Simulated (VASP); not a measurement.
# Zr3As4 (P-43m) in VASP: notebook

The runs below take Zr3As4 through single point, relaxation of cell and atoms, with PBE.

Everything below comes from runs of VASP 6.6.1. Logs are shortened: lines on timing, memory, paths and dates and some standing lists are left out, and cuts for length are marked.

### Step 1. The cell of the first run

Symmetry: P-43m, No. 215, cubic system. Conventional cell: a = 6.160 Å, b = 6.160 Å, c = 6.160 Å, α = 90.00°, β = 90.00°, γ = 90.00°. Zr (site symmetry -42m) has 4 As at 2.67 Å within 3.5 Å. Within 3.5 Å of As (site symmetry 3m) lie 3 Zr at 2.67 Å.

### Step 2. Single point, PBE (atoms taken out)

The input, INCAR:

```
SYSTEM = Zr3As4
PREC = Accurate
ENCUT = 500
EDIFF = 1E-6
ISMEAR = 0
SIGMA = 0.1
LREAL = .FALSE.
LASPH = .TRUE.
NELM = 120
ALGO = Normal
ISIF = 2
LWAVE = .FALSE.
LCHARG = .FALSE.
GGA = PE
NBANDS = 37
GGA_COMPAT = .FALSE.
```

The input, KPOINTS:

```
Automatic mesh
0
G
  4 4 4
  0 0 0
```

The input, POSCAR:

```
Zr3As4
1.0
    6.1603273700      0.0000000000      0.0000000000
    0.0000000000      6.1603273700      0.0000000000
    0.0000000000      0.0000000000      6.1603273700
Zr As
3 4
Direct
    0.0000000000      0.0000000000      0.5000000000
    0.0000000000      0.5000000000      0.0000000000
    0.5000000000      0.0000000000      0.0000000000
    0.2500000000      0.2500000000      0.2500000000
    0.2500000000      0.7500000000      0.7500000000
    0.7500000000      0.2500000000      0.7500000000
    0.7500000000      0.7500000000      0.2500000000
```

Potentials or basis: VASP PAW PBE potentials, release 64 (Zr_sv, As).

Command:

```
cat potpaw_PBE.64/Zr_sv/POTCAR potpaw_PBE.64/As/POTCAR > POTCAR
mpirun -np 1 vasp_std > vasp.out
```

OUTCAR:

```text
SYSTEM = Zr3As4
   PREC = Accurate
   ENCUT = 500
   EDIFF = 1E-6
   ISMEAR = 0
   LREAL = .FALSE.
   LASPH = .TRUE.
   NELM = 120
   ISIF = 2
   GGA = PE

 ion  position               nearest neighbor table
   1  0.000  0.000  0.500-   4 2.67   5 2.67   6 2.67   7 2.67
   2  0.000  0.500  0.000-   4 2.67   5 2.67   6 2.67   7 2.67
   3  0.500  0.000  0.000-   4 2.67   5 2.67   6 2.67   7 2.67
   4  0.250  0.250  0.250-   1 2.67   2 2.67   3 2.67
   5  0.250  0.750  0.750-   1 2.67   2 2.67   3 2.67
   6  0.750  0.250  0.750-   1 2.67   2 2.67   3 2.67
   7  0.750  0.750  0.250-   1 2.67   2 2.67   3 2.67

  LATTYP: Found a simple cubic cell.
 ALAT       =     6.1603273700

  Lattice vectors:

 A1 = (   6.1603273700,   0.0000000000,   0.0000000000)
 A2 = (   0.0000000000,   6.1603273700,   0.0000000000)
 A3 = (   0.0000000000,   0.0000000000,   6.1603273700)

Analysis of symmetry for initial positions (statically):
=====================================================================
 Subroutine PRICEL returns:
 Original cell was already a primitive cell.

 Routine SETGRP: Setting up the symmetry group for a
 simple cubic supercell.

 Subroutine GETGRP returns: Found 24 space group operations
 (whereof 24 operations were pure point group operations)
 out of a pool of 48 trial point group operations.

The static configuration has the point symmetry T_d .

Analysis of symmetry for dynamics (positions and initial velocities):
=====================================================================
 Subroutine PRICEL returns:
 Original cell was already a primitive cell.

 Routine SETGRP: Setting up the symmetry group for a
 simple cubic supercell.

 Subroutine GETGRP returns: Found 24 space group operations
 (whereof 24 operations were pure point group operations)
 out of a pool of 48 trial point group operations.

The dynamic configuration has the point symmetry T_d .

 Subroutine INISYM returns: Found 24 space group operations
 (whereof 24 operations are pure point group operations),
 and found     1 'primitive' translations

----------------------------------------------------------------------------------------

                                     Primitive cell

  volume of cell :     233.7822

  direct lattice vectors                    reciprocal lattice vectors
     6.160327370  0.000000000  0.000000000     0.162329035  0.000000000  0.000000000
     0.000000000  6.160327370  0.000000000     0.000000000  0.162329035  0.000000000
     0.000000000  0.000000000  6.160327370     0.000000000  0.000000000  0.162329035

  length of vectors
     6.160327370  6.160327370  6.160327370     0.162329035  0.162329035  0.162329035

  position of ions in fractional coordinates (direct lattice)
     0.000000000  0.000000000  0.500000000
     0.000000000  0.500000000  0.000000000
     0.500000000  0.000000000  0.000000000
     0.250000000  0.250000000  0.250000000
     0.250000000  0.750000000  0.750000000
     0.750000000  0.250000000  0.750000000
     0.750000000  0.750000000  0.250000000

  ion indices of the primitive-cell ions
   primitive index   ion index
                 1           1
                 2           2
                 3           3
                 4           4
                 5           5
                 6           6
                 7           7

----------------------------------------------------------------------------------------

 KPOINTS: Automatic mesh

Automatic generation of k-mesh.
 Grid dimensions read from file:
 generate k-points for:    4    4    4

 Generating k-lattice:

  Cartesian coordinates                     Fractional coordinates (reciprocal lattice)
     0.040582259  0.000000000  0.000000000     0.250000000  0.000000000  0.000000000
     0.000000000  0.040582259  0.000000000     0.000000000  0.250000000  0.000000000
     0.000000000  0.000000000  0.040582259     0.000000000  0.000000000  0.250000000

  Length of vectors
     0.040582259  0.040582259  0.040582259

  Shift w.r.t. Gamma in fractional coordinates (k-lattice)
[... 45 lines left out ...]

 Free energy of the ion-electron system (eV)
  ---------------------------------------------------
  ext. energy  EPLUGINS =         0.00000000
  ---------------------------------------------------
  free energy    TOTEN  =       -46.46988819 eV

  energy without entropy =      -46.46988816  energy(sigma->0) =      -46.46988818

 E-fermi :   2.8089     XC(G=0):  -8.3803

 val. band max:        2.4622657673   @ k =   0.0000   0.0000   0.0000
 cond. band min:       3.1650246753   @ k =   0.2500   0.0000   0.0000
 fundamental gap:      0.7027589081
 Fermi energy:         2.8088899480

 k-point     1 :       0.0000    0.0000    0.0000
  band No.  band energies     occupation
      1     -46.8032      2.00000
      2     -46.8005      2.00000
      3     -46.8005      2.00000
      4     -24.8554      2.00000
      5     -24.8554      2.00000
      6     -24.8554      2.00000
[... 29 lines left out ...]
     36       4.5165      0.00000
     37       4.9285      0.00000

 k-point     2 :       0.2500    0.0000    0.0000
  band No.  band energies     occupation
      1     -46.8028      2.00000
      2     -46.8009      2.00000
      3     -46.8005      2.00000
      4     -24.8547      2.00000
      5     -24.8547      2.00000
      6     -24.8539      2.00000
[... 29 lines left out ...]
     36       5.1590      0.00000
     37       5.3650      0.00000

 k-point     3 :       0.5000    0.0000    0.0000
  band No.  band energies     occupation
      1     -46.8023      2.00000
      2     -46.8014      2.00000
      3     -46.8005      2.00000
      4     -24.8541      2.00000
      5     -24.8541      2.00000
      6     -24.8525      2.00000
[... 29 lines left out ...]
     36       5.4104      0.00000
     37       5.6620      0.00000
[... 201 lines left out ...]
 k-point     9 :       0.5000    0.5000    0.2500
  band No.  band energies     occupation
      1     -46.8014      2.00000
      2     -46.8014      2.00000
      3     -46.8014      2.00000
      4     -24.8643      2.00000
      5     -24.8599      2.00000
      6     -24.8599      2.00000
[... 29 lines left out ...]
     36       5.4691      0.00000
     37       5.4880      0.00000

 k-point    10 :       0.5000    0.5000    0.5000
  band No.  band energies     occupation
      1     -46.8014      2.00000
      2     -46.8014      2.00000
      3     -46.8014      2.00000
      4     -24.8641      2.00000
      5     -24.8641      2.00000
      6     -24.8641      2.00000
[... 29 lines left out ...]
     36       5.7113      0.00000
     37       5.7113      0.00000

------------------------ aborting loop because EDIFF is reached ----------------------------------------

  FORCE on cell =-STRESS in cart. coord.  units (eV):
  Direction    XX          YY          ZZ          XY          YZ          ZX
  --------------------------------------------------------------------------------------
  -------------------------------------------------------------------------------------
  Total       -5.4302191     -5.4302191     -5.4302191     -0.0000000     -0.0000000     -0.0000000
  in kB      -37.2148746    -37.2148746    -37.2148746     -0.0000000     -0.0000000     -0.0000000
  external PRESSURE =     -37.2148746 kB  Pullay stress =       0.0000000 kB

 VOLUME and BASIS-vectors are now :
 -----------------------------------------------------------------------------
  energy-cutoff  :      500.00
  volume of cell :      233.78
      direct lattice vectors                 reciprocal lattice vectors
     6.160327370  0.000000000  0.000000000     0.162329035  0.000000000  0.000000000
     0.000000000  6.160327370  0.000000000     0.000000000  0.162329035  0.000000000
     0.000000000  0.000000000  6.160327370     0.000000000  0.000000000  0.162329035

 POSITION                                       TOTAL-FORCE (eV/Angst)
 -----------------------------------------------------------------------------------
      0.00000      0.00000      3.08016        -0.000000      0.000000     -0.000000
      0.00000      3.08016      0.00000        -0.000000     -0.000000     -0.000000
      3.08016      0.00000      0.00000        -0.000000      0.000000     -0.000000
      1.54008      1.54008      1.54008        -0.111155     -0.111155     -0.111155
      1.54008      4.62025      4.62025        -0.111155      0.111155      0.111155
      4.62025      1.54008      4.62025         0.111155     -0.111155      0.111155
      4.62025      4.62025      1.54008         0.111155      0.111155     -0.111155
 -----------------------------------------------------------------------------------
    total drift:                                0.000000     -0.000000      0.000000

  FREE ENERGIE OF THE ION-ELECTRON SYSTEM (eV)
  ---------------------------------------------------
  free  energy   TOTEN  =       -46.4698881920 eV

  energy  without entropy=      -46.4698881595  energy(sigma->0) =      -46.46988818
```

Wall time 1.9 min (1 thread of Intel Xeon 6975P-C (Granite Rapids), shared host); peak memory 0.34 GiB.

What came out:

* Free energy: -46.4699 eV
* Pressure: -3.7 GPa
* Band gap on the k mesh: 0.70 eV (least direct gap 0.83 eV)

Levels at points of the mesh, in eV from the valence-band top:
| k point | band 25 | band 26 | band 27 | band 28 | band 29 | band 30 | band 31 | band 32 |
| --- | --- | --- | --- | --- | --- | --- | --- | --- |
| (0.00, 0.00, 0.00) | -0.88 | 0.00 | 0.00 | 0.00 | 0.95 | 0.95 | 0.95 | 1.56 |
| (0.50, 0.00, 0.00) | -1.11 | -1.11 | -0.23 | -0.23 | 0.77 | 1.14 | 1.14 | 1.33 |
| (0.50, 0.50, 0.00) | -1.27 | -1.20 | -0.49 | -0.49 | 1.09 | 1.38 | 1.38 | 1.98 |
| (0.50, 0.50, 0.50) | -1.28 | -0.59 | -0.59 | -0.59 | 1.69 | 1.69 | 1.69 | 1.84 |

Caveat: the cell differs from its parent crystal (atoms taken out); the cell stands under tension.

### Step 3. Single point, PBE (atoms taken out)

The input, INCAR:

```
SYSTEM = Zr3As4
  ALGO = Normal
  EDIFF = 1E-6
  ENCUT = 500
  GGA = PE
  GGA_COMPAT = .FALSE.
  ISIF = 2
  ISMEAR = 0
  LASPH = .TRUE.
  LCHARG = .TRUE.
  LELF = .TRUE.
  LREAL = .FALSE.
  LVHAR = .TRUE.
  LWAVE = .FALSE.
  NBANDS = 37
  NELM = 120
  PREC = Accurate
  SIGMA = 0.02
```

The input, KPOINTS:

```
k-points
0
G
  6 6 6
  0 0 0
```

The input, POSCAR:

```
Zr3As4
1.0
    5.8838217931      0.0000000000      0.0000000000
    0.0000000000      5.8838217931      0.0000000000
    0.0000000000      0.0000000000      5.8838217931
Zr As
3 4
Direct
    0.0000000000      0.0000000000      0.5000000000
    0.0000000000      0.5000000000      0.0000000000
    0.5000000000      0.0000000000      0.0000000000
    0.2681754417      0.2681754417      0.2681754417
    0.2681754417      0.7318245583      0.7318245583
    0.7318245583      0.2681754417      0.7318245583
    0.7318245583      0.7318245583      0.2681754417
```

Potentials or basis: VASP PAW PBE potentials, release 64 (Zr_sv, As).

Command:

```
cat potpaw_PBE.64/Zr_sv/POTCAR potpaw_PBE.64/As/POTCAR > POTCAR
mpirun -np 1 vasp_std > vasp.out
```

It took 3.3 min on 1 thread of Intel Xeon 6975P-C (Granite Rapids), shared host; peak memory 0.38 GiB.

The run converged. Its results:

| Quantity | Value |
| --- | --- |
| Free energy | -46.7724 eV |
| Pressure | 0.1 GPa |
| Largest force | 0.016 eV/Å |
| Band gap on the k mesh | 0.95 eV (least direct gap 1.04 eV) |

Forces in eV/Å, atoms in the order of the input:
```
Zr   0.000  0.000  0.000
Zr   0.000  0.000  0.000
Zr   0.000  0.000  0.000
As   0.010  0.010  0.010
As   0.010 -0.010 -0.010
As  -0.010  0.010 -0.010
As  -0.010 -0.010  0.010
```

Levels at points of the mesh, in eV from the valence-band top:
| k point | band 25 | band 26 | band 27 | band 28 | band 29 | band 30 | band 31 | band 32 |
| --- | --- | --- | --- | --- | --- | --- | --- | --- |
| (0.00, 0.00, 0.00) | -0.29 | -0.16 | -0.16 | -0.16 | 1.46 | 1.46 | 1.46 | 2.00 |
| (0.50, 0.00, 0.00) | -0.58 | -0.58 | -0.08 | -0.08 | 1.03 | 1.33 | 1.33 | 1.48 |
| (0.50, 0.50, 0.00) | -0.85 | -0.71 | -0.14 | -0.14 | 1.47 | 1.80 | 1.80 | 2.21 |
| (0.50, 0.50, 0.50) | -1.08 | -0.34 | -0.34 | -0.34 | 2.19 | 2.31 | 2.31 | 2.31 |

Caveat: the cell differs from its parent crystal (atoms taken out). A k mesh can miss the band edges.

### Step 4. Relaxation of cell and atoms, PBE (atoms taken out)

The input, INCAR:

```
ALGO = Normal
EDIFF = 1E-7
EDIFFG = -0.01
ENCUT = 500
GGA = PE
GGA_COMPAT = F
IBRION = 2
ISIF = 3
ISMEAR = 0
LASPH = T
LCHARG = F
LREAL = F
LWAVE = F
NELM = 120
NELMIN = 4
NSW = 100
PREC = Accurate
SIGMA = 0.02
```

The input, KPOINTS:

```
k-points
0
Gamma
  6 6 6
```

POSCAR is that of step 3.

Command:

```
cat potpaw_PBE.64/Zr_sv/POTCAR potpaw_PBE.64/As/POTCAR > POTCAR
mpirun -np 1 vasp_std > vasp.out
```

Wall time 8 min (1 thread of Intel Xeon 6975P-C (Granite Rapids), shared host); peak memory 0.39 GiB.

The run converged. Its results:

```
Free energy                           : -46.7725 eV
Relaxed volume                        : 29.14 Å³/atom
Relaxed cell                          : a = 5.886 Å, b = 5.886 Å, c = 5.886 Å, α = 90.00°, β = 90.00°, γ = 90.00°
Space group after relaxing (to 0.1 Å) : P-43m (No. 215)
Energy gained by relaxing             : 0.0 meV/atom
Ionic steps                           : 3
Pressure after relaxing               : 0.0 GPa
Largest force after relaxing          : 0.004 eV/Å
Band gap on the k mesh                : 0.95 eV (least direct gap 1.04 eV)
```

Forces in eV/Å, atoms in the order of the input:
```
Zr   0.000  0.000  0.000
Zr   0.000  0.000  0.000
Zr   0.000  0.000  0.000
As   0.002  0.002  0.002
As   0.002 -0.002 -0.002
As  -0.002  0.002 -0.002
As  -0.002 -0.002  0.002
```

Final structure:
```yaml
crystal:
  lattice:
    - [5.88629, 0.00000, 0.00000]
    - [0.00000, 5.88629, 0.00000]
    - [0.00000, 0.00000, 5.88629]
  atoms:
    - { symbol: Zr, position: [0.00000, 0.00000, 0.50000] }
    - { symbol: Zr, position: [0.00000, 0.50000, 0.00000] }
    - { symbol: Zr, position: [0.50000, 0.00000, 0.00000] }
    - { symbol: As, position: [0.26822, 0.26822, 0.26822] }
    - { symbol: As, position: [0.26822, 0.73178, 0.73178] }
    - { symbol: As, position: [0.73178, 0.26822, 0.73178] }
    - { symbol: As, position: [0.73178, 0.73178, 0.26822] }
```

Levels at points of the mesh, in eV from the valence-band top:
```tsv
k point	band 25	band 26	band 27	band 28	band 29	band 30	band 31	band 32
(0.00, 0.00, 0.00)	-0.29	-0.15	-0.15	-0.15	1.46	1.46	1.46	2.00
(0.50, 0.00, 0.00)	-0.58	-0.58	-0.08	-0.08	1.03	1.33	1.33	1.48
(0.50, 0.50, 0.00)	-0.84	-0.70	-0.14	-0.14	1.47	1.80	1.80	2.21
(0.50, 0.50, 0.50)	-1.08	-0.34	-0.34	-0.34	2.19	2.31	2.31	2.31
```

Caveat: the cell differs from its parent crystal (atoms taken out). A k mesh can miss the band edges.

### Step 5. Relaxation of cell and atoms, PBE (atoms taken out)

The input, INCAR:

```
  ALGO = Normal
  EDIFF = 1E-7
  EDIFFG = -0.01
  ENCUT = 500
  GGA = PE
  GGA_COMPAT = False
  IBRION = 2
  ISIF = 3
  ISMEAR = 0
  LASPH = True
  LCHARG = False
  LREAL = False
  LWAVE = False
  NELM = 120
  NELMIN = 4
  NSW = 100
  PREC = Accurate
  SIGMA = 0.02
```

KPOINTS is that of step 4.

The input, POSCAR:

```
Zr3As4
1.0
    6.1603273700      0.0000000000      0.0000000000
    0.0000000000      6.1603273700      0.0000000000
    0.0000000000      0.0000000000      6.1603273700
Zr As
3 4
Direct
    0.0000000000      0.0000000000      0.5000000000
    0.0000000000      0.5000000000      0.0000000000
    0.5000000000      0.0000000000      0.0000000000
    0.2500000000      0.2500000000      0.2500000000
    0.2500000000      0.7500000000      0.7500000000
    0.7500000000      0.2500000000      0.7500000000
    0.7500000000      0.7500000000      0.2500000000
```

Command:

```
cat potpaw_PBE.64/Zr_sv/POTCAR potpaw_PBE.64/As/POTCAR > POTCAR
mpirun -np 1 vasp_std > vasp.out
```

Run time: 34 min. Hardware: 1 thread of Intel Xeon 6975P-C (Granite Rapids), shared host; peak memory 0.4 GiB.

Results (log left out):

* Free energy: -46.7771 eV
* Relaxed volume: 29.12 Å³/atom
* Relaxed cell: a = 5.885 Å, b = 5.885 Å, c = 5.885 Å, α = 90.00°, β = 90.00°, γ = 90.00°
* Space group after relaxing (to 0.1 Å): P-43m (No. 215)
* Energy gained by relaxing: 43.7 meV/atom
* Ionic steps: 12
* Pressure after relaxing: 0.0 GPa
* Band gap on the k mesh: 0.95 eV (least direct gap 1.04 eV)

The path:
```tsv
step	energy change (eV)	largest force (eV/Å)	pressure (GPa)	volume (Å³)
1	0.0000	0.1950	-3.72	233.78
2	-0.0853	0.6205	3.24	208.50
3	-0.1884	0.2483	-0.08	218.72
4	-0.1884	0.2581	0.01	218.42
5	-0.1996	0.2503	0.01	217.60
6	-0.2310	0.2223	0.01	215.14
7	-0.2801	0.1411	-0.03	210.28
8	-0.2959	0.1328	-0.22	200.78
9	-0.3057	0.0078	-0.11	204.84
10	-0.3061	0.0113	-0.12	204.22
11	-0.3004	0.0930	0.79	201.30
12	-0.3062	0.0032	0.00	203.81
```

Final structure:
```xyz
7
Lattice="5.8850 0.0000 0.0000 0.0000 5.8850 0.0000 0.0000 0.0000 5.8850" Properties=species:S:1:pos:R:3 pbc="T T T"
Zr    0.0000    5.8850    2.9425
Zr    0.0000    2.9425    0.0000
Zr    2.9425    5.8850    0.0000
As    1.5792    1.5792    1.5792
As    1.5792    4.3058    4.3058
As    4.3058    1.5792    4.3058
As    4.3058    4.3058    1.5792
```

Levels at points of the mesh, in eV from the valence-band top:
| k point | band 26 | band 27 | band 28 | band 29 | band 30 | band 31 |
| --- | --- | --- | --- | --- | --- | --- |
| (0.00, 0.00, 0.00) | -0.16 | -0.16 | -0.16 | 1.46 | 1.46 | 1.46 |
| (0.50, 0.00, 0.00) | -0.57 | -0.08 | -0.08 | 1.03 | 1.33 | 1.33 |
| (0.50, 0.50, 0.00) | -0.70 | -0.14 | -0.14 | 1.47 | 1.80 | 1.80 |
| (0.50, 0.50, 0.50) | -0.34 | -0.34 | -0.34 | 2.19 | 2.31 | 2.31 |

Caveat: the cell differs from its parent crystal (atoms taken out). A k mesh can miss the band edges.

### Step 6. The runs side by side

```csv
task,cell,k mesh,smearing,gap on the mesh (eV),pressure (GPa),relaxed volume (Å³/atom)
single point,"a = 6.160 Å, 7 atoms, atomic positions A",4 × 4 × 4,gaussian 0.1 eV,0.70,-3.7,-
single point,"a = 5.884 Å, 7 atoms, atomic positions B",6 × 6 × 6,gaussian 0.02 eV,0.95,0.1,-
relaxation of cell and atoms,"relaxed from a = 5.884 Å, 7 atoms, atomic positions B",6 × 6 × 6,gaussian 0.02 eV,0.95,0.0,29.14
relaxation of cell and atoms,"relaxed from a = 6.160 Å, 7 atoms, atomic positions A",6 × 6 × 6,gaussian 0.02 eV,0.95,0.0,29.12
```

Alike in all rows: level PBE; potentials or basis VASP PAW PBE potentials, release 64 (Zr_sv, As); no spin polarisation; cutoff (eV) 500.

Caveats: the cell stands under tension (at least some runs).

Absolute energies hang on the potentials; compare differences alone.
